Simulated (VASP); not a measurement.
A run of VASP 6.6.1 is set up as follows.

File INCAR:

```
SYSTEM = Sb
  PREC = Accurate
  ENCUT = 520
  EDIFF = 1E-6
  ISMEAR = -1
  SIGMA = 0.05
  LREAL = .False.
  LASPH = .True.
  NELM = 100
  ALGO = Normal
  ISIF = 2
  LWAVE = .False.
  LCHARG = .False.
  GGA = PS
  NBANDS = 18
```

KPOINTS

```
Automatic mesh
0
Gamma
  7 7 7
  0 0 0
```

The input POSCAR:

```
Sb
1.0
   -3.9881173768      3.9881173768      2.0321109401
    3.9881173768     -3.9881173768      2.0321109401
    3.9881173768      3.9881173768     -2.0321109401
Sb
4
Direct
    0.6510589435      0.1510589435      0.8021178869
    0.1510589435      0.3489410565      0.5000000000
    0.3489410565      0.8489410565      0.1978821131
    0.8489410565      0.6510589435      0.5000000000
```

Potentials or basis: VASP PAW PBE potentials, release 64 (Sb).

Launch:

```bash
$ cat potpaw_PBE.64/Sb/POTCAR > POTCAR
$ mpirun -np 1 vasp_std > vasp.out
```

Question: What does it give for the band gap on the k mesh?

Answer: Zero (bands 10 and 11 overlap by 1.60 eV).

Question: Estimate the largest force.

Answer: 0.013 eV/Å.

Forces in eV/Å, atoms in the order of the input:
```
Sb  -0.009 -0.009  0.000
Sb   0.009 -0.009  0.000
Sb   0.009  0.009  0.000
Sb  -0.009  0.009  0.000
```

Caveat: the PAW data sets were made with another functional, which shifts forces and pressure a little; spin-orbit coupling is left out, which moves the levels of the heavy elements.
